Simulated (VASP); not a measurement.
# LiBr (Fm-3m) in VASP: single point with LDA

Aim: the single point of LiBr with LDA.

Program: VASP 6.6.1. These are calculated values, not measurements. Logs are shortened: lines on timing, memory, paths and dates and some standing lists are left out, and cuts for length are marked.

### Step 1. The cell of the first run

The structure is cubic, space group Fm-3m (No. 225). Conventional cell: a = 5.489 Å, b = 5.489 Å, c = 5.489 Å, α = 90.00°, β = 90.00°, γ = 90.00°. Li (site symmetry m-3m) has 6 Br at 2.74 Å within 3.6 Å. Br (site symmetry m-3m) has 6 Li at 2.74 Å within 3.6 Å.

### Step 2. Single point, LDA

File INCAR:

```
PREC = Accurate
ENCUT = 750
EDIFF = 1E-6
ISMEAR = 0
SIGMA = 0.05
LREAL = F
LASPH = T
NELM = 120
ALGO = Normal
ISIF = 2
LWAVE = F
LCHARG = F
NBANDS = 12
GGA_COMPAT = F
```

File KPOINTS:

```
Automatic mesh
0
Gamma
  8 8 8
```

File POSCAR:

```
LiBr
1.0
    0.0000000000      2.7445000000      2.7445000000
    2.7445000000      0.0000000000      2.7445000000
    2.7445000000      2.7445000000      0.0000000000
Li Br
1 1
Direct
    0.0000000000      0.0000000000      0.0000000000
    0.5000000000      0.5000000000      0.5000000000
```

Potentials or basis: VASP PAW LDA potentials, release 64 (Li_sv, Br).

Started as:

```sh
$ cat potpaw_LDA.64/Li_sv/POTCAR potpaw_LDA.64/Br/POTCAR > POTCAR
$ mpirun -np 1 vasp_std > vasp.out
```

OUTCAR:

```text
PREC = Accurate
   ENCUT = 750
   EDIFF = 1E-6
   ISMEAR = 0
   LREAL = F
   LASPH = T
   NELM = 120
   ISIF = 2

 ion  position               nearest neighbor table
   1  0.000  0.000  0.000-
   2  0.500  0.500  0.500-

  LATTYP: Found a face centered cubic cell.
 ALAT       =     5.4890000000

  Lattice vectors:

 A1 = (   0.0000000000,   2.7445000000,   2.7445000000)
 A2 = (   2.7445000000,   0.0000000000,   2.7445000000)
 A3 = (   2.7445000000,   2.7445000000,   0.0000000000)

Analysis of symmetry for initial positions (statically):
=====================================================================
 Subroutine PRICEL returns:
 Original cell was already a primitive cell.

 Routine SETGRP: Setting up the symmetry group for a
 face centered cubic supercell.

 Subroutine GETGRP returns: Found 48 space group operations
 (whereof 48 operations were pure point group operations)
 out of a pool of 48 trial point group operations.

The static configuration has the point symmetry O_h .

Analysis of symmetry for dynamics (positions and initial velocities):
=====================================================================
 Subroutine PRICEL returns:
 Original cell was already a primitive cell.

 Routine SETGRP: Setting up the symmetry group for a
 face centered cubic supercell.

 Subroutine GETGRP returns: Found 48 space group operations
 (whereof 48 operations were pure point group operations)
 out of a pool of 48 trial point group operations.

The dynamic configuration has the point symmetry O_h .

 Subroutine INISYM returns: Found 48 space group operations
 (whereof 48 operations are pure point group operations),
 and found     1 'primitive' translations

----------------------------------------------------------------------------------------

                                     Primitive cell

  volume of cell :      41.3447

  direct lattice vectors                    reciprocal lattice vectors
     0.000000000  2.744500000  2.744500000    -0.182182547  0.182182547  0.182182547
     2.744500000  0.000000000  2.744500000     0.182182547 -0.182182547  0.182182547
     2.744500000  2.744500000  0.000000000     0.182182547  0.182182547 -0.182182547

  length of vectors
     3.881309122  3.881309122  3.881309122     0.315549428  0.315549428  0.315549428

  position of ions in fractional coordinates (direct lattice)
     0.000000000  0.000000000  0.000000000
     0.500000000  0.500000000  0.500000000

  ion indices of the primitive-cell ions
   primitive index   ion index
                 1           1
                 2           2

----------------------------------------------------------------------------------------

 KPOINTS: Automatic mesh

Automatic generation of k-mesh.
 Grid dimensions read from file:
 generate k-points for:    8    8    8

 Generating k-lattice:

  Cartesian coordinates                     Fractional coordinates (reciprocal lattice)
    -0.022772818  0.022772818  0.022772818     0.125000000  0.000000000  0.000000000
     0.022772818 -0.022772818  0.022772818     0.000000000  0.125000000  0.000000000
     0.022772818  0.022772818 -0.022772818     0.000000000  0.000000000  0.125000000

  Length of vectors
     0.039443678  0.039443678  0.039443678

  Shift w.r.t. Gamma in fractional coordinates (k-lattice)
     0.000000000  0.000000000  0.000000000

 Subroutine IBZKPT returns following result:
 ===========================================

 Found     29 irreducible k-points:

 Following reciprocal coordinates:
            Coordinates               Weight
  0.000000  0.000000  0.000000      1.000000
  0.125000  0.000000  0.000000      8.000000
  0.250000  0.000000  0.000000      8.000000
  0.375000  0.000000  0.000000      8.000000
  0.500000  0.000000  0.000000      4.000000
  0.125000  0.125000  0.000000      6.000000
[... 16 lines left out ...]
  0.500000  0.250000  0.125000     48.000000
 -0.375000  0.250000  0.125000     24.000000
 [... further k-points ...]
   k-points           NKPTS =     29   k-points in BZ     NKDIM =     29   number of bands    NBANDS=     12
   number of dos      NEDOS =    301   number of ions     NIONS =      2
   total plane-waves  NPLWV =  46656
   dimension x,y,z NGX =    36 NGY =   36 NGZ =   36
   dimension x,y,z NGXF=    72 NGYF=   72 NGZF=   72
   ions per type =               1   1
   NGX,Y,Z   is equivalent  to a cutoff of  15.42, 15.42, 15.42 a.u.
   NGXF,Y,Z  is equivalent  to a cutoff of  30.84, 30.84, 30.84 a.u.
 SYSTEM =  unknown system
   PREC   = accura    normal or accurate (medium, high low for compatibility)
   ISTART =      0    job   : 0-new  1-cont  2-samecut
   ICHARG =      2    charge: 1-file 2-atom 10-const
   ISPIN  =      1    spin polarized calculation?
   LNONCOLLINEAR =      F non collinear calculations
   LSORBIT =      F    spin-orbit coupling
   LASPH  =      T    aspherical Exc in radial PAW
   ENCUT  =  750.0 eV  55.12 Ry    7.42 a.u.   8.67  8.67  8.67*2*pi/ulx,y,z
   NELM   =    120;   NELMIN=  2; NELMDL= -5     # of ELM steps
   EDIFF  = 0.1E-05   stopping-criterion for ELM
   LREAL  =      F    real-space projection
   EDIFFG = 0.1E-04   stopping-criterion for IOM
   NSW    =      0    number of steps for IOM
   IBRION =     -1    ionic relax: 0-MD 1-quasi-New 2-CG
   NFREE  =      0    steps in history (QN), initial steepest desc. (CG)
   ISIF   =      2    stress and relaxation
   ISYM   =      2    0-nonsym 1-usesym 2-fastsym
   POTIM  = 0.5000    time-step for ionic-motion
   TEBEG  =    0.0;   TEEND  =   0.0 temperature during run
   PSTRESS=    0.0 pullay stress
   NELECT =      10.0000    total number of electrons
   NUPDOWN=      -1.0000    fix difference up-down
   EMIN   =  10.00;   EMAX   =-10.00  energy-range for DOS
   EFERMI =   0.00;   METHOD = LEGACY
   ISMEAR =     0;   SIGMA  =   0.05  broadening in eV -4-tet -1-fermi 0-gaus
   EFERMI_NEDOS =   21; number of points for ismear=-14 and -15
   IALGO  =     38    algorithm
   IMIX   =      4    mixing-type and parameters
     AMIX     =   0.40;   BMIX     =  1.00
     AMIX_MAG =   1.60;   BMIX_MAG =  1.00
  volume/ion in A,a.u.               =      20.67       139.50
  Fermi-wavevector in a.u.,A,eV,Ry     =   1.020003  1.927527 14.155594  1.040407
  Thomas-Fermi vector in A             =   2.153549
   LORBIT       =      0    0 simple, 1 ext, 2 COOP (PROOUT), +10 PAW based schemes
   GGA     = CA    functional components
   LHFCALC =     F    Hartree Fock is set to
   AEXX    =    0.0000 exact exchange contribution
   IVDW    =     0    specifies the selected vdW correction
   LEPSILON=     F    determine dielectric tensor
   LRPA    =     F    only Hartree local field effects (RPA)
 non-spin polarized calculation
 Gauss-broadening in eV      SIGMA  =   0.05
  energy-cutoff  :      750.00
  volume of cell :       41.34
 maximum number of plane-waves:      1964
   NGX = 17   NGY = 17   NGZ = 17

 number of electron      10.0000001 magnetization

 Free energy of the ion-electron system (eV)
  ---------------------------------------------------
  ext. energy  EPLUGINS =         0.00000000
  ---------------------------------------------------
  free energy    TOTEN  =        -7.33707776 eV

  energy without entropy =       -7.33707776  energy(sigma->0) =       -7.33707776

 E-fermi :   0.6192     XC(G=0):  -8.8166

 val. band max:        0.3303710701   @ k =   0.0000   0.0000   0.0000
 cond. band min:       5.0188655078   @ k =   0.0000   0.0000   0.0000
 fundamental gap:      4.6884944377
 Fermi energy:         0.6191764344

 k-point     1 :       0.0000    0.0000    0.0000
  band No.  band energies     occupation
      1     -42.9887      2.00000
      2     -13.1524      2.00000
      3       0.3304      2.00000
      4       0.3304      2.00000
      5       0.3304      2.00000
      6       5.0189      0.00000
      7      10.6879      0.00000
      8      10.6879      0.00000
      9      10.6879      0.00000
     10      12.2960      0.00000
     11      12.2960      0.00000
     12      12.2960      0.00000

 k-point     2 :       0.1250    0.0000    0.0000
  band No.  band energies     occupation
      1     -42.9885      2.00000
      2     -13.0877      2.00000
      3      -0.2809      2.00000
      4       0.2871      2.00000
      5       0.2871      2.00000
      6       5.5564      0.00000
      7       9.9098      0.00000
      8      10.4713      0.00000
      9      10.4713      0.00000
     10      11.5780      0.00000
     11      11.5780      0.00000
     12      12.6822      0.00000

 k-point     3 :       0.2500    0.0000    0.0000
  band No.  band energies     occupation
      1     -42.9881      2.00000
      2     -12.9235      2.00000
      3      -1.4037      2.00000
      4       0.1891      2.00000
      5       0.1891      2.00000
      6       6.0472      0.00000
      7       9.3237      0.00000
      8       9.3237      0.00000
      9       9.8891      0.00000
     10      12.5499      0.00000
     11      12.5499      0.00000
     12      13.0714      0.00000
[... 286 lines left out ...]
 k-point    23 :       0.5000    0.2500    0.1250
  band No.  band energies     occupation
      1     -42.9874      2.00000
      2     -12.6407      2.00000
      3      -2.1279      2.00000
      4      -0.9658      2.00000
      5      -0.2006      2.00000
      6       7.2974      0.00000
      7       8.0692      0.00000
      8       9.2766      0.00000
      9      10.2100      0.00000
     10      12.8203      0.00000
     11      15.5866      0.00000
     12      15.9753      0.00000

 k-point    24 :      -0.3750    0.2500    0.1250
  band No.  band energies     occupation
      1     -42.9872      2.00000
      2     -12.5754      2.00000
      3      -2.3505      2.00000
      4      -1.0660      2.00000
      5      -0.2971      2.00000
      6       7.1495      0.00000
      7       8.0356      0.00000
      8       9.3473      0.00000
      9      10.8440      0.00000
     10      13.7113      0.00000
     11      14.0827      0.00000
     12      16.8602      0.00000

 [... further k-points ...]

------------------------ aborting loop because EDIFF is reached ----------------------------------------

  FORCE on cell =-STRESS in cart. coord.  units (eV):
  Direction    XX          YY          ZZ          XY          YZ          ZX
  --------------------------------------------------------------------------------------
  -------------------------------------------------------------------------------------
  Total       -0.6925087     -0.6925087     -0.6925087      0.0000000      0.0000000      0.0000000
  in kB      -26.8358958    -26.8358958    -26.8358958      0.0000000      0.0000000      0.0000000
  external PRESSURE =     -26.8358958 kB  Pullay stress =       0.0000000 kB

 VOLUME and BASIS-vectors are now :
 -----------------------------------------------------------------------------
  energy-cutoff  :      750.00
  volume of cell :       41.34
      direct lattice vectors                 reciprocal lattice vectors
     0.000000000  2.744500000  2.744500000    -0.182182547  0.182182547  0.182182547
     2.744500000  0.000000000  2.744500000     0.182182547 -0.182182547  0.182182547
     2.744500000  2.744500000  0.000000000     0.182182547  0.182182547 -0.182182547

 POSITION                                       TOTAL-FORCE (eV/Angst)
 -----------------------------------------------------------------------------------
      0.00000      0.00000      0.00000        -0.000000     -0.000000     -0.000000
      2.74450      2.74450      2.74450         0.000000      0.000000      0.000000
 -----------------------------------------------------------------------------------
    total drift:                                0.000000      0.000000      0.000000

  FREE ENERGIE OF THE ION-ELECTRON SYSTEM (eV)
  ---------------------------------------------------
  free  energy   TOTEN  =        -7.3370777611 eV

  energy  without entropy=       -7.3370777611  energy(sigma->0) =       -7.33707776
```

Wall time 25 s (1 thread of AMD EPYC 7R43 (Zen 3), shared host); peak memory 0.14 GiB.

Results:

```yaml
Free_energy: -7.3371 eV
Pressure: -2.7 GPa
Band_gap_on_the_k_mesh: 4.69 eV
```

Levels at points of the mesh, in eV from the valence-band top:
```csv
k point,band 1,band 2,band 3,band 4,band 5,band 6,band 7,band 8,band 9,band 10
"(0.00, 0.00, 0.00)",-43.32,-13.48,0.00,0.00,0.00,4.69,10.36,10.36,10.36,11.97
"(0.50, 0.00, 0.00)",-43.32,-13.00,-2.97,-0.27,-0.27,5.35,7.90,7.90,11.59,13.79
"(0.50, 0.50, 0.00)",-43.32,-12.80,-2.98,-1.18,-1.18,6.08,6.89,11.40,12.19,12.19
```
